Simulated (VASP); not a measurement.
The system is Ta.

```
CELL_PARAMETERS angstrom
-1.61757 1.61757 1.61757
1.61757 -1.61757 1.61757
1.61757 1.61757 -1.61757
ATOMIC_POSITIONS crystal
Ta 0.00000 0.00000 0.00000
```

Base run:

```yaml
Program: VASP 6.6.1
Functional: r2SCAN
Potentials_or_basis: VASP PAW PBE potentials, release 64 (Ta_pv)
Cutoff: 520 eV
k_mesh: 11 × 11 × 11
Occupations: fermi-dirac, width 0.05 eV
Spin: no spin polarisation
```

Its results: pressure 14.9 GPa.

The run is repeated on the same cell with these changes: functional from r2SCAN to LDA; potentials or basis from VASP PAW PBE potentials, release 64 (Ta_pv) to VASP PAW LDA potentials, release 64 (Ta_sv_GW); cutoff from 520 eV to 500 eV; valence electrons from 11 to 13. What comes out?

Pressure 3.1 GPa.

Caveats: the PAW data sets were made with another functional, which shifts forces and pressure a little (some runs).
